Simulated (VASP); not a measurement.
Input of a VASP 6.6.1 run:

The input INCAR:

```
  ALGO = Normal
  EDIFF = 1E-6
  ENCUT = 520
  GGA = RP
  ISIF = 2
  ISMEAR = -1
  LASPH = T
  LCHARG = F
  LREAL = F
  LWAVE = F
  NBANDS = 20
  NELM = 60
  PREC = Accurate
  SIGMA = 0.1
```

KPOINTS

```
k-points
0
Gamma
  12 12 7
```

POSCAR

```
In
1.0
    3.3625568134      0.0000000000      0.0000000000
   -1.6812784067      2.9120596220      0.0000000000
    0.0000000000      0.0000000000      5.4573306793
In
2
Direct
    0.3333333333      0.6666666667      0.2500000000
    0.6666666667      0.3333333333      0.7500000000
```

Potentials or basis: VASP PAW PBE potentials, release 64 (In_d).

The run is started by

```bash
$ cat potpaw_PBE.64/In_d/POTCAR > POTCAR
$ mpirun -np 1 vasp_std > vasp.out
```

Estimate the pressure.

2.9 GPa.

Estimate the band gap on the k mesh.

zero (band 13 reaches 10.16 eV, above the bottom of band 14 at 5.23 eV).

Stress tensor (GPa, compression positive):
```
3.12 0.00 0.00
0.00 3.12 0.00
0.00 0.00 2.48
```

Caveat: the PAW data sets were made with another functional, which shifts forces and pressure a little; spin-orbit coupling is left out, which moves the levels of the heavy elements.
